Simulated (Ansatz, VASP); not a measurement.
## SiC: VASP beside Ansatz

Contents of INCAR:

```
SYSTEM = SiC
PREC     = Accurate       ! precision mode
ENCUT    = 600            ! plane-wave cutoff, eV
EDIFF    = 1E-6           ! SCF threshold, eV
ISMEAR   = 0              ! smearing method
SIGMA    = 0.01           ! smearing width, eV
LREAL    = .False.        ! projectors in reciprocal space
LASPH    = .True.         ! aspherical terms in the spheres
NELM     = 120            ! most SCF steps
ALGO     = Normal         ! electronic algorithm
ISIF     = 2              ! what is computed and relaxed
LWAVE    = .False.        ! write WAVECAR
LCHARG   = .False.        ! write CHGCAR
GGA      = CA             ! functional
NBANDS   = 11             ! bands
GGA_COMPAT= .False.
```

File KPOINTS:

```
regular mesh
0
Gamma
  10 10 10
  0 0 0
```

File POSCAR:

```
SiC
1.0
    0.0000000000      2.1644841941      2.1644841941
    2.1644841941      0.0000000000      2.1644841941
    2.1644841941      2.1644841941      0.0000000000
Si C
1 1
Direct
    0.0000000000      0.0000000000      0.0000000000
    0.2500000000      0.2500000000      0.2500000000
```

Input for Ansatz:

```yaml
crystal:
  lattice:
    - [0.0, 2.1644841941, 2.1644841941]
    - [2.1644841941, 0.0, 2.1644841941]
    - [2.1644841941, 2.1644841941, 0.0]
  atoms:
    - { symbol: Si, position: [0.0, 0.0, 0.0] }
    - { symbol: C, position: [0.25, 0.25, 0.25] }
basis:
  ecutwfc: 420
kpoints:
  mp_grid: { grid: [10, 10, 10] }
  band_path:
    path:
      - [0.0, 0.0, 0.0]
      - [0.0, 0.0, 0.0]
      - [0.0, 0.0, 0.0]
      - [0.0, 0.0, 0.0]
      - [0.0, 0.0, 0.0]
      - [0.0, 0.0, 0.0]
      - [0.0, 0.0, 0.0]
      - [0.0, 0.0, 0.0]
      - [0.0, 0.0, 0.0]
      - [0.0, 0.0, 0.0]
      - [0.0, 0.0, 0.0]
      - [0.0, 0.0, 0.0]
      - [0.0, 0.0, 0.0]
      - [0.0, 0.0, 0.0]
      - [0.0, 0.0, 0.0]
      - [0.0, 0.0, 0.0]
      - [0.0, 0.0, 0.0]
      - [0.0, 0.0, 0.0]
      - [0.0, 0.0, 0.0]
      - [0.0, 0.0, 0.0]
      - [0.0, 0.0, 0.0]
      - [0.0, 0.0, 0.0]
      - [0.0, 0.0, 0.0]
      - [0.0, 0.0, 0.0]
      - [0.0, 0.0, 0.0]
      - [0.0, 0.0, 0.0]
      - [0.3, 0.3, 0.0]
      - [0.3166666667, 0.3166666667, 0.0]
      - [0.3333333333, 0.3333333333, 0.0]
      - [0.35, 0.35, 0.0]
      - [0.3666666667, 0.3666666667, 0.0]
      - [0.3833333333, 0.3833333333, 0.0]
      - [0.4, 0.4, 0.0]
      - [0.4166666667, 0.4166666667, 0.0]
      - [0.4333333333, 0.4333333333, 0.0]
      - [0.45, 0.45, 0.0]
      - [0.4666666667, 0.4666666667, 0.0]
      - [0.4833333333, 0.4833333333, 0.0]
      - [0.5, 0.5, 0.0]
      - [0.5, 0.5, 0.5]
      - [0.5, 0.5, 0.5]
      - [0.5, 0.5, 0.5]
      - [0.5, 0.5, 0.5]
      - [0.5, 0.5, 0.5]
      - [0.5, 0.5, 0.5]
      - [0.5, 0.5, 0.5]
      - [0.5, 0.5, 0.5]
      - [0.5, 0.5, 0.5]
      - [0.5, 0.5, 0.5]
      - [0.5, 0.5, 0.5]
      - [0.5, 0.5, 0.5]
      - [0.5, 0.5, 0.5]
    npoints: 1
hamiltonian:
  xc: lda
  pseudopotentials: { kind: paw }
scf:
  occupations: { method: fixed }
  n_extra_bands: 5
output:
  eigenvalues: true
```

Alike in both runs: task single point; functional LDA; k mesh 10 × 10 × 10; no spin polarisation.

```csv
,VASP,Ansatz
version,VASP 6.6.1,Ansatz 0.2.0
potentials or method,"VASP PAW LDA potentials, release 64 (Si, C), cutoff 600 eV","scalar-relativistic, plane waves, PAW"
occupations,"gaussian, width 0.01 eV",fixed
valence electrons in the cell,8,8
```

```csv
,VASP,Ansatz,Ansatz less VASP
gap on the k mesh at the Fermi level (eV),1.29,1.30,+0.013
least direct gap on the mesh (eV),4.52,4.53,+0.012
```

LDA's correlation is that of Perdew and Zunger in VASP and of Perdew and Wang (1992) in Ansatz.
